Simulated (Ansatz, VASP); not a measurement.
**HfO2 in VASP and in Ansatz**

File INCAR:

```
PREC = Accurate ; ENCUT = 520
EDIFF = 1E-6 ; ISMEAR = -1
SIGMA = 0.05 ; LREAL = False
LASPH = True ; NELM = 100
ALGO = Normal ; ISIF = 2
LWAVE = False ; LCHARG = False
GGA = B5 ; ALDAX = 1.0
AGGAX = 1.0 ; AGGAC = 1.0
ALDAC = 0.0 ; NBANDS = 56
```

Contents of KPOINTS:

```
Automatic mesh
0
Gamma
  5 6 5
```

The input POSCAR:

```
HfO2
1.0
    5.2194633600      0.0000000000      0.0000000000
    0.0000000000      5.0047636900      0.0000000000
    0.0000000000      0.0000000000      5.0326850500
Hf O
4 8
Direct
    0.9669940000      0.7325208200      0.7414403500
    0.5330060000      0.7325208200      0.2414403500
    0.4669940000      0.2674791800      0.7414403500
    0.0330060000      0.2674791800      0.2414403500
    0.6321274500      0.9286454000      0.8792672600
    0.8678725500      0.9286454000      0.3792672600
    0.2339485200      0.5398830500      0.4922923900
    0.2660514800      0.5398830500      0.9922923900
    0.7660514800      0.4601169500      0.9922923900
    0.7339485200      0.4601169500      0.4922923900
    0.1321274500      0.0713546000      0.8792672600
    0.3678725500      0.0713546000      0.3792672600
```

The input input.yaml:

```yaml
crystal:
  lattice:
    - [5.21946336, 0.0, 0.0]
    - [0.0, 5.00476369, 0.0]
    - [0.0, 0.0, 5.03268505]
  atoms:
    - { symbol: Hf, position: [0.966994, 0.73252082, 0.74144035] }
    - { symbol: Hf, position: [0.533006, 0.73252082, 0.24144035] }
    - { symbol: Hf, position: [0.466994, 0.26747918, 0.74144035] }
    - { symbol: Hf, position: [0.033006, 0.26747918, 0.24144035] }
    - { symbol: O, position: [0.63212745, 0.9286454, 0.87926726] }
    - { symbol: O, position: [0.86787255, 0.9286454, 0.37926726] }
    - { symbol: O, position: [0.23394852, 0.53988305, 0.49229239] }
    - { symbol: O, position: [0.26605148, 0.53988305, 0.99229239] }
    - { symbol: O, position: [0.76605148, 0.46011695, 0.99229239] }
    - { symbol: O, position: [0.73394852, 0.46011695, 0.49229239] }
    - { symbol: O, position: [0.13212745, 0.0713546, 0.87926726] }
    - { symbol: O, position: [0.36787255, 0.0713546, 0.37926726] }
hamiltonian:
  xc: blyp
  pseudopotentials: { kind: paw }
kpoints:
  mp_grid: { grid: [5, 6, 5] }
  band_path:
    path:
      - [[0.0, 0.0, 0.0], [0.0, 0.5, 0.0], [0.0, 0.5, 0.5], [0.0, 0.0, 0.5], [0.0, 0.0, 0.0], [0.5, 0.0, 0.0], [0.5, 0.5, 0.0], [0.5, 0.5, 0.5], [0.5, 0.0, 0.5], [0.5, 0.0, 0.0]]
      - [[0.0, 0.0, 0.5], [0.5, 0.0, 0.5]]
      - [[0.5, 0.5, 0.0], [0.0, 0.5, 0.0]]
      - [[0.0, 0.5, 0.5], [0.5, 0.5, 0.5]]
    npoints: 10
scf:
  occupations: { method: fermi_dirac, width: 0.05 }
  n_extra_bands: 30
output:
  forces: true
  stress: true
  eigenvalues: true
  fatbands: false
  write_density: true
  write_potential: true
  elf: true
  volumetric_format: npy
```

Alike in both runs: functional BLYP; k mesh 5 × 6 × 5; occupations fermi-dirac, width 0.05 eV; no spin polarisation.

|  | VASP | Ansatz |
| --- | --- | --- |
| version | VASP 6.6.1 | Ansatz 0.2.0 |
| potentials or method | VASP PAW PBE potentials, release 64 (Hf_pv, O) | Ansatz PAW |
| plane-wave cutoff (eV) | 520 | 420 |
| valence electrons in the cell | 88 | 152 |
| task | single point | band structure |

```tsv
	VASP	Ansatz	Ansatz less VASP
gap on the k mesh at the Fermi level (eV)	4.48	4.52	+0.042
least direct gap on the mesh (eV)	4.67	4.70	+0.036
pressure (GPa)	13.9	16.5	+2.63
traceless stress, the component that is largest in VASP (GPa)	0.20	0.16	-0.035
rms of the force components (eV/Å)	0.049	0.070	+0.0218
```

VASP's potentials were made for PBE, not for BLYP. Atom by atom the forces differ by 0.023 eV/Å (rms over components). VASP's potentials hold 88 valence electrons a cell and Ansatz's 152, so a difference there can come from the potentials and not from the codes.

Spin-orbit coupling is off throughout.
